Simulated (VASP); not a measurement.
# SrO (Fm-3m) in VASP: a series of runs

Aim: see how the results for SrO move with the level of theory and the settings. Levels: r2SCAN, BLYP. Tasks: single point.

Everything below comes from runs of VASP 6.6.1. Logs are shortened: lines on timing, memory, paths and dates and some standing lists are left out, and cuts for length are marked.

## 1. The cell of the first run

Symmetry: Fm-3m, No. 225, cubic system. The conventional cell has a = 5.153 Å, b = 5.153 Å, c = 5.153 Å, α = 90.00°, β = 90.00°, γ = 90.00°. Within 3.4 Å of Sr (site symmetry m-3m) lie 6 O at 2.58 Å. Within 3.4 Å of O (site symmetry m-3m) lie 6 Sr at 2.58 Å.

## 2. Single point, r2SCAN (17.10 Å³/atom)

The input, POSCAR:

```
SrO
1.0
    0.0000000000      2.5762535695      2.5762535695
    2.5762535695      0.0000000000      2.5762535695
    2.5762535695      2.5762535695      0.0000000000
Sr O
1 1
Direct
    0.5000000000      0.5000000000      0.5000000000
    0.0000000000      0.0000000000      0.0000000000
```

The input, INCAR.step1:

```
SYSTEM = SrO
ALGO = Normal ; EDIFF = 1E-5
ENCUT = 660 ; GGA = PE
GGA_COMPAT = .False. ; ISMEAR = 0
LASPH = .True. ; LCHARG = .False.
LREAL = .False. ; LWAVE = .True.
NBANDS = 15 ; NELM = 120
PREC = Accurate ; SIGMA = 0.05
```

The input, INCAR.step2:

```
SYSTEM = SrO
ALGO = Normal ; EDIFF = 1E-6
ENCUT = 660 ; GGA_COMPAT = .False.
ISIF = 2 ; ISMEAR = 0
ISTART = 1 ; LASPH = .True.
LCHARG = .False. ; LMIXTAU = .True.
LREAL = .False. ; LWAVE = .False.
METAGGA = R2SCAN ; NBANDS = 15
NELM = 120 ; PREC = Accurate
SIGMA = 0.05
```

The input, KPOINTS:

```
k-points
0
Gamma
  8 8 8
  0 0 0
```

Potentials or basis: VASP PAW PBE potentials, release 64 (Sr_sv, O).

Started as:

```
$ cat potpaw_PBE.64/Sr_sv/POTCAR potpaw_PBE.64/O/POTCAR > POTCAR
$ cp INCAR.step1 INCAR
$ mpirun -np 1 vasp_std > vasp.out
$ cp INCAR.step2 INCAR
$ mpirun -np 1 vasp_std > vasp.out
```

OUTCAR:

```text
SYSTEM = SrO
   EDIFF = 1E-6
   ENCUT = 660
   ISIF = 2
   ISMEAR = 0
   ISTART = 1
   LASPH = .True.
   LREAL = .False.
   METAGGA = R2SCAN
   NELM = 120
   PREC = Accurate

 ion  position               nearest neighbor table
   1  0.500  0.500  0.500-   2 2.58   2 2.58   2 2.58   2 2.58   2 2.58   2 2.58
   2  0.000  0.000  0.000-   1 2.58   1 2.58   1 2.58   1 2.58   1 2.58   1 2.58

  LATTYP: Found a face centered cubic cell.
 ALAT       =     5.1525071390

  Lattice vectors:

 A1 = (   0.0000000000,   2.5762535695,   2.5762535695)
 A2 = (   2.5762535695,   0.0000000000,   2.5762535695)
 A3 = (   2.5762535695,   2.5762535695,   0.0000000000)

Analysis of symmetry for initial positions (statically):
=====================================================================
 Subroutine PRICEL returns:
 Original cell was already a primitive cell.

 Routine SETGRP: Setting up the symmetry group for a
 face centered cubic supercell.

 Subroutine GETGRP returns: Found 48 space group operations
 (whereof 48 operations were pure point group operations)
 out of a pool of 48 trial point group operations.

The static configuration has the point symmetry O_h .

Analysis of symmetry for dynamics (positions and initial velocities):
=====================================================================
 Subroutine PRICEL returns:
 Original cell was already a primitive cell.

 Routine SETGRP: Setting up the symmetry group for a
 face centered cubic supercell.

 Subroutine GETGRP returns: Found 48 space group operations
 (whereof 48 operations were pure point group operations)
 out of a pool of 48 trial point group operations.

The dynamic configuration has the point symmetry O_h .

 Subroutine INISYM returns: Found 48 space group operations
 (whereof 48 operations are pure point group operations),
 and found     1 'primitive' translations

----------------------------------------------------------------------------------------

                                     Primitive cell

  volume of cell :      34.1976

  direct lattice vectors                    reciprocal lattice vectors
     0.000000000  2.576253569  2.576253569    -0.194080275  0.194080275  0.194080275
     2.576253569  0.000000000  2.576253569     0.194080275 -0.194080275  0.194080275
     2.576253569  2.576253569  0.000000000     0.194080275  0.194080275 -0.194080275

  length of vectors
     3.643372738  3.643372738  3.643372738     0.336156896  0.336156896  0.336156896

  position of ions in fractional coordinates (direct lattice)
     0.500000000  0.500000000  0.500000000
     0.000000000  0.000000000  0.000000000

  ion indices of the primitive-cell ions
   primitive index   ion index
                 1           1
                 2           2

----------------------------------------------------------------------------------------

 KPOINTS: k-points

Automatic generation of k-mesh.
 Grid dimensions read from file:
 generate k-points for:    8    8    8

 Generating k-lattice:

  Cartesian coordinates                     Fractional coordinates (reciprocal lattice)
    -0.024260034  0.024260034  0.024260034     0.125000000  0.000000000  0.000000000
     0.024260034 -0.024260034  0.024260034     0.000000000  0.125000000  0.000000000
     0.024260034  0.024260034 -0.024260034     0.000000000  0.000000000  0.125000000

  Length of vectors
     0.042019612  0.042019612  0.042019612

  Shift w.r.t. Gamma in fractional coordinates (k-lattice)
     0.000000000  0.000000000  0.000000000

 Subroutine IBZKPT returns following result:
 ===========================================

 Found     29 irreducible k-points:

 Following reciprocal coordinates:
            Coordinates               Weight
  0.000000  0.000000  0.000000      1.000000
  0.125000  0.000000  0.000000      8.000000
  0.250000  0.000000  0.000000      8.000000
  0.375000  0.000000  0.000000      8.000000
  0.500000  0.000000  0.000000      4.000000
  0.125000  0.125000  0.000000      6.000000
[... 16 lines left out ...]
  0.500000  0.250000  0.125000     48.000000
 -0.375000  0.250000  0.125000     24.000000
 [... further k-points ...]
   k-points           NKPTS =     29   k-points in BZ     NKDIM =     29   number of bands    NBANDS=     15
   number of dos      NEDOS =    301   number of ions     NIONS =      2
   total plane-waves  NPLWV =  32768
   dimension x,y,z NGX =    32 NGY =   32 NGZ =   32
   dimension x,y,z NGXF=    64 NGYF=   64 NGZF=   64
   ions per type =               1   1
   NGX,Y,Z   is equivalent  to a cutoff of  14.60, 14.60, 14.60 a.u.
   NGXF,Y,Z  is equivalent  to a cutoff of  29.20, 29.20, 29.20 a.u.
 SYSTEM =  SrO
   PREC   = accura    normal or accurate (medium, high low for compatibility)
   ISTART =      1    job   : 0-new  1-cont  2-samecut
   ICHARG =      0    charge: 1-file 2-atom 10-const
   ISPIN  =      1    spin polarized calculation?
   LNONCOLLINEAR =      F non collinear calculations
   LSORBIT =      F    spin-orbit coupling
   LASPH  =      T    aspherical Exc in radial PAW
   ENCUT  =  660.0 eV  48.51 Ry    6.96 a.u.   7.63  7.63  7.63*2*pi/ulx,y,z
   NELM   =    120;   NELMIN=  2; NELMDL=  0     # of ELM steps
   EDIFF  = 0.1E-05   stopping-criterion for ELM
   LREAL  =      F    real-space projection
   EDIFFG = 0.1E-04   stopping-criterion for IOM
   NSW    =      0    number of steps for IOM
   IBRION =     -1    ionic relax: 0-MD 1-quasi-New 2-CG
   NFREE  =      0    steps in history (QN), initial steepest desc. (CG)
   ISIF   =      2    stress and relaxation
   ISYM   =      2    0-nonsym 1-usesym 2-fastsym
   POTIM  = 0.5000    time-step for ionic-motion
   TEBEG  =    0.0;   TEEND  =   0.0 temperature during run
   PSTRESS=    0.0 pullay stress
   NELECT =      16.0000    total number of electrons
   NUPDOWN=      -1.0000    fix difference up-down
   EMIN   =  10.00;   EMAX   =-10.00  energy-range for DOS
   EFERMI =   0.00;   METHOD = LEGACY
   ISMEAR =     0;   SIGMA  =   0.05  broadening in eV -4-tet -1-fermi 0-gaus
   EFERMI_NEDOS =   21; number of points for ismear=-14 and -15
   IALGO  =     38    algorithm
   IMIX   =      4    mixing-type and parameters
     AMIX     =   0.40;   BMIX     =  1.00
     AMIX_MAG =   1.60;   BMIX_MAG =  1.00
  volume/ion in A,a.u.               =      17.10       115.39
  Fermi-wavevector in a.u.,A,eV,Ry     =   1.270914  2.401680 21.976441  1.615223
  Thomas-Fermi vector in A             =   2.403876
   LORBIT       =      0    0 simple, 1 ext, 2 COOP (PROOUT), +10 PAW based schemes
   METAGGA = R2SCAN    functional components
   LHFCALC =     F    Hartree Fock is set to
   AEXX    =    0.0000 exact exchange contribution
   IVDW    =     0    specifies the selected vdW correction
   LEPSILON=     F    determine dielectric tensor
   LRPA    =     F    only Hartree local field effects (RPA)
 non-spin polarized calculation
 Gauss-broadening in eV      SIGMA  =   0.05
  energy-cutoff  :      660.00
  volume of cell :       34.20
 maximum number of plane-waves:      1363
 NGX is ok and might be reduce to    32
   NGX = 15   NGY = 15   NGZ = 15

 number of electron      15.9999999 magnetization

 Free energy of the ion-electron system (eV)
  ---------------------------------------------------
  ext. energy  EPLUGINS =         0.00000000
  ---------------------------------------------------
  free energy    TOTEN  =       -27.05916182 eV

  energy without entropy =      -27.05916182  energy(sigma->0) =      -27.05916182

 E-fermi :   1.5761     XC(G=0): -10.5536

 val. band max:        1.3107669205   @ k =   0.0000   0.0000   0.0000
 cond. band min:       5.0595412433   @ k =   0.5000   0.5000   0.0000
 fundamental gap:      3.7487743229
 Fermi energy:         1.5760751032

 k-point     1 :       0.0000    0.0000    0.0000
  band No.  band energies     occupation
      1     -32.1810      2.00000
      2     -14.7082      2.00000
      3     -13.2105      2.00000
      4     -13.2105      2.00000
      5     -13.2105      2.00000
      6       1.3108      2.00000
      7       1.3108      2.00000
      8       1.3108      2.00000
      9       5.9269      0.00000
     10       8.0769      0.00000
     11       8.0769      0.00000
     12       8.0769      0.00000
     13      10.3841      0.00000
     14      10.3841      0.00000
     15      14.5831      0.00000

 k-point     2 :       0.1250    0.0000    0.0000
  band No.  band energies     occupation
      1     -32.1614      2.00000
      2     -14.9969      2.00000
      3     -13.2218      2.00000
      4     -13.2218      2.00000
      5     -12.9701      2.00000
      6       0.8875      2.00000
      7       1.1198      2.00000
      8       1.1198      2.00000
      9       6.6080      0.00000
     10       7.9160      0.00000
     11       8.3868      0.00000
     12       8.3868      0.00000
     13      10.7933      0.00000
     14      10.7933      0.00000
     15      15.5975      0.00000

 k-point     3 :       0.2500    0.0000    0.0000
  band No.  band energies     occupation
      1     -32.1137      2.00000
      2     -15.5076      2.00000
      3     -13.2488      2.00000
      4     -13.2488      2.00000
      5     -12.5764      2.00000
      6       0.0880      2.00000
      7       0.7031      2.00000
      8       0.7031      2.00000
      9       7.8320      0.00000
     10       8.1510      0.00000
     11       9.2284      0.00000
     12       9.2284      0.00000
     13      11.8212      0.00000
     14      11.8212      0.00000
     15      17.6194      0.00000
[... 343 lines left out ...]
 k-point    23 :       0.5000    0.2500    0.1250
  band No.  band energies     occupation
      1     -32.0408      2.00000
      2     -15.6827      2.00000
      3     -13.5605      2.00000
      4     -13.3786      2.00000
      5     -12.5602      2.00000
      6      -0.1857      2.00000
      7       0.3921      2.00000
      8       0.8023      2.00000
      9       7.3854      0.00000
     10       9.0811      0.00000
     11      10.8703      0.00000
     12      10.9775      0.00000
     13      13.0947      0.00000
     14      14.0408      0.00000
     15      16.5429      0.00000

 k-point    24 :      -0.3750    0.2500    0.1250
  band No.  band energies     occupation
      1     -32.0248      2.00000
      2     -15.7449      2.00000
      3     -13.5810      2.00000
      4     -13.4340      2.00000
      5     -12.5335      2.00000
      6      -0.2193      2.00000
      7       0.4602      2.00000
      8       0.5371      2.00000
      9       8.2055      0.00000
     10       8.5805      0.00000
     11      11.2781      0.00000
     12      11.4070      0.00000
     13      13.6121      0.00000
     14      14.9298      0.00000
     15      15.6303      0.00000

 [... further k-points ...]

------------------------ aborting loop because EDIFF is reached ----------------------------------------

  FORCE on cell =-STRESS in cart. coord.  units (eV):
  Direction    XX          YY          ZZ          XY          YZ          ZX
  --------------------------------------------------------------------------------------
  -------------------------------------------------------------------------------------
  Total        0.1753329      0.1753329      0.1753329      0.0000000     -0.0000000      0.0000000
  in kB        8.2144426      8.2144426      8.2144426      0.0000000     -0.0000000      0.0000000
  external PRESSURE =       8.2144426 kB  Pullay stress =       0.0000000 kB

 VOLUME and BASIS-vectors are now :
 -----------------------------------------------------------------------------
  energy-cutoff  :      660.00
  volume of cell :       34.20
      direct lattice vectors                 reciprocal lattice vectors
     0.000000000  2.576253569  2.576253569    -0.194080275  0.194080275  0.194080275
     2.576253569  0.000000000  2.576253569     0.194080275 -0.194080275  0.194080275
     2.576253569  2.576253569  0.000000000     0.194080275  0.194080275 -0.194080275

 POSITION                                       TOTAL-FORCE (eV/Angst)
 -----------------------------------------------------------------------------------
      2.57625      2.57625      2.57625        -0.000000      0.000000      0.000000
      0.00000      0.00000      0.00000         0.000000     -0.000000     -0.000000
 -----------------------------------------------------------------------------------
    total drift:                                0.000000     -0.000000     -0.000000

  FREE ENERGIE OF THE ION-ELECTRON SYSTEM (eV)
  ---------------------------------------------------
  free  energy   TOTEN  =       -27.0591618239 eV

  energy  without entropy=      -27.0591618239  energy(sigma->0) =      -27.05916182
```

It took 2.9 min on 1 thread of AMD EPYC 7R13, shared host; peak memory 0.17 GiB.

Results:

```
Free energy            : -27.0592 eV
Pressure               : 0.8 GPa
Band gap on the k mesh : 3.75 eV (least direct gap 3.84 eV)
```

Caveat: the PAW data sets were made with another functional, which shifts forces and pressure a little.

## 3. Single point, BLYP (17.71 Å³/atom)

This run uses another cell than the first one, of 17.71 Å³/atom.

The input, INCAR:

```
AGGAC    = 1.0          
AGGAX    = 1.0          
ALDAC    = 0.0          
ALDAX    = 1.0          
ALGO     = Normal         # electronic algorithm
EDIFF    = 1E-7           # SCF threshold, eV
ENCUT    = 520            # plane-wave cutoff, eV
GGA      = B5             # functional
ISIF     = 2              # what is computed and relaxed
ISMEAR   = 0              # smearing method
LASPH    = T              # aspherical terms in the spheres
LCHARG   = F              # write CHGCAR
LREAL    = F              # projectors in reciprocal space
LWAVE    = F              # write WAVECAR
NBANDS   = 15             # bands
NELM     = 80             # most SCF steps
PREC     = Accurate       # precision mode
SIGMA    = 0.05           # smearing width, eV
```

The input, KPOINTS:

```
k-points
0
Gamma
  8 8 8
```

The input, POSCAR:

```
SrO
1.0
    0.0000000000      2.6066259113      2.6066259113
    2.6066259113      0.0000000000      2.6066259113
    2.6066259113      2.6066259113      0.0000000000
Sr O
1 1
Direct
    0.5000000000      0.5000000000      0.5000000000
    0.0000000000      0.0000000000      0.0000000000
```

Potentials or basis: VASP PAW PBE potentials, release 64 (Sr_sv, O).

Started as:

```
$ cat potpaw_PBE.64/Sr_sv/POTCAR potpaw_PBE.64/O/POTCAR > POTCAR
$ mpirun -np 1 vasp_std > vasp.out
```

Wall time 37 s (1 thread of Intel Xeon 8259CL, shared host); peak memory 0.16 GiB.

Results (log left out):

* Free energy: -11.4953 eV
* Pressure: 2.2 GPa
* Band gap on the k mesh: 3.41 eV (least direct gap 3.52 eV)

Levels at points of the mesh, in eV from the valence-band top:
| k point | band 4 | band 5 | band 6 | band 7 | band 8 | band 9 | band 10 | band 11 | band 12 | band 13 |
| --- | --- | --- | --- | --- | --- | --- | --- | --- | --- | --- |
| (0.00, 0.00, 0.00) | -14.28 | -14.28 | 0.00 | 0.00 | 0.00 | 3.93 | 6.12 | 6.12 | 6.12 | 8.18 |
| (0.50, 0.00, 0.00) | -14.36 | -13.02 | -2.04 | -1.05 | -1.05 | 6.46 | 8.44 | 8.57 | 8.57 | 11.45 |
| (0.50, 0.50, 0.00) | -14.60 | -14.60 | -0.47 | -0.11 | -0.11 | 3.41 | 7.53 | 9.85 | 10.31 | 10.65 |

Caveat: the PAW data sets were made with another functional, which shifts forces and pressure a little. A k mesh can miss the band edges.
